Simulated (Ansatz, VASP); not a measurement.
Ir: VASP beside Ansatz

The input INCAR:

```
SYSTEM = Ir
PREC = Accurate
ENCUT = 600
EDIFF = 1E-7
ISMEAR = 0
SIGMA = 0.1
LREAL = .False.
LASPH = .True.
NELM = 80
ALGO = Normal
ISIF = 3
LWAVE = .False.
LCHARG = .False.
GGA = CA
IBRION = 2
NSW = 80
EDIFFG = -0.01
```

Contents of KPOINTS:

```
regular mesh
0
Gamma
  18 18 10
  0 0 0
```

The input POSCAR:

```
Ir
1.0
    2.7513800000      0.0000000000      0.0000000000
   -1.3756900000      2.3827600000      0.0000000000
    0.0000000000      0.0000000000      4.4622900000
Ir
2
Direct
    0.6666666667      0.3333333333      0.7500000000
    0.3333333333      0.6666666667      0.2500000000
```

Input for Ansatz:

```yaml
crystal:
  lattice:
    - [2.75138, 0.0, 0.0]
    - [-1.37569, 2.38276, 0.0]
    - [0.0, 0.0, 4.46229]
  atoms:
    - { symbol: Ir, position: [0.6666666666666666, 0.3333333333333333, 0.75] }
    - { symbol: Ir, position: [0.3333333333333333, 0.6666666666666666, 0.25] }
basis:
  ecutwfc: 470.0
kpoints:
  mp_grid:
    grid: [18, 18, 10]
hamiltonian:
  xc: lda
  pseudopotentials:
    kind: paw
scf:
  occupations:
    method: gaussian
relax:
  cell: {}
```

Alike in both runs: task relaxation of cell and atoms; functional LDA; k mesh 18 × 18 × 10; no spin polarisation.

|  | VASP | Ansatz |
| --- | --- | --- |
| version | VASP 6.6.1 | Ansatz 0.2.0 |
| potentials or method | VASP PAW LDA potentials, release 64 (Ir), cutoff 600 eV | plane waves, PAW |
| occupations | gaussian, width 0.1 eV | gaussian |
| valence electrons in the cell | 18 | 34 |

|  | VASP | Ansatz | Ansatz less VASP |
| --- | --- | --- | --- |
| relaxed volume (Å³/atom) | 13.99 | 13.90 | -0.091 |
| relaxed cell length with the largest relative difference (Å) | 2.711 | 2.705 | -0.0060 |

LDA's correlation is that of Perdew and Zunger in VASP and of Perdew and Wang (1992) in Ansatz. VASP's potentials hold 18 valence electrons a cell and Ansatz's 34, so a difference there can come from the potentials and not from the codes.

Neither program's run includes spin-orbit coupling.
